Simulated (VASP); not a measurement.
A run of VASP 6.6.1 is set up as follows.

The input INCAR:

```
PREC     = Accurate       # precision mode
ENCUT    = 520            # plane-wave cutoff, eV
EDIFF    = 1E-7           # SCF threshold, eV
ISMEAR   = -1             # smearing method
SIGMA    = 0.08           # smearing width, eV
LREAL    = False          # projectors in reciprocal space
LASPH    = True           # aspherical terms in the spheres
NELM     = 80             # most SCF steps
ALGO     = Normal         # electronic algorithm
ISIF     = 2              # what is computed and relaxed
LWAVE    = False          # write WAVECAR
LCHARG   = False          # write CHGCAR
GGA      = PS             # functional
NBANDS   = 16             # bands
```

File KPOINTS:

```
Automatic mesh
0
Gamma
  11 11 11
```

The input POSCAR:

```
CdS
1.0
    0.0000000000      2.3418292779      2.3418292779
    2.3418292779      0.0000000000      2.3418292779
    2.3418292779      2.3418292779      0.0000000000
Cd S
1 1
Direct
    0.0000000000      0.0000000000      0.0000000000
    0.2500000000      0.2500000000      0.2500000000
```

Potentials or basis: VASP PAW PBE potentials, release 64 (Cd, S).

Command:

```bash
$ cat potpaw_PBE.64/Cd/POTCAR potpaw_PBE.64/S/POTCAR > POTCAR
$ mpirun -np 1 vasp_std > vasp.out
```

Problem. What does it give for the pressure?

Solution. 184.6 GPa.

Problem. What does it give for the band gap on the k mesh?

Solution. 1.75 eV, direct.

Caveat: the PAW data sets were made with another functional, which shifts forces and pressure a little. A k mesh can miss the band edges.
